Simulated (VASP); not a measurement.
Wanted: the native input for a VASP 6.6.1 run.

| Item | Value |
| --- | --- |
| Task | single point |
| Functional | PBE |
| Potentials or basis | VASP PAW PBE potentials, release 64 (Ta_pv, Si) |
| Cutoff | 520 eV |
| k mesh | 12 × 12 × 2 |
| Occupations | gaussian, width 0.2 eV |
| Spin | no spin polarisation |
| Dipole correction | no |
| Further INCAR settings | ALGO = Normal; EDIFF = 1e-07; NBANDS = 28 |

The structure of TaSi2 lies in POSCAR:

```
TaSi2
1.0
    2.8928481464     -0.1296664789     -0.0162685927
   -1.5607599996      2.6973791787      0.0009271106
   -0.0734711084     -0.0409954348     12.2894172150
Ta Si
2 4
Direct
    0.0000932788      0.0000344045      0.0000008956
   -0.0000717778     -0.0000434434      0.4999997526
    0.3289769558      0.6638781995      0.1697080220
    0.3285055967      0.6636683828      0.6696983220
    0.6712913379      0.3362381504      0.3302971801
    0.6712046085      0.3362243062      0.8302958277
```

These files were run (other wordings do the same):

INCAR

```
SYSTEM = TaSi2
PREC = Accurate
ENCUT = 520
EDIFF = 1E-7
ISMEAR = 0
SIGMA = 0.2
LREAL = .FALSE.
LASPH = .TRUE.
NELM = 80
ALGO = Normal
ISIF = 2
LWAVE = .FALSE.
LCHARG = .TRUE.
GGA = PE
LELF = .TRUE.
LVHAR = .TRUE.
NBANDS = 28
```

KPOINTS

```
Automatic mesh
0
G
  12 12 2
  0 0 0
```

Potentials or basis: VASP PAW PBE potentials, release 64 (Ta_pv, Si).

Launch:

```bash
$ cat potpaw_PBE.64/Ta_pv/POTCAR potpaw_PBE.64/Si/POTCAR > POTCAR
$ mpirun -np 1 vasp_std > vasp.out
```

Results of the run:

```yaml
Pressure: 0.1 GPa
Largest_force: 0.013 eV/Å
Band_gap_on_the_k_mesh: zero (band 19 reaches 10.77 eV, above the bottom of band 20 at 6.88 eV)
```

Caveat: spin-orbit coupling is left out, which moves the levels of the heavy elements.

It took 3 min on 1 thread of Intel(R) Xeon(R) 6975P-C (Granite Rapids), with other jobs on the host, peak memory 0.45 GiB.
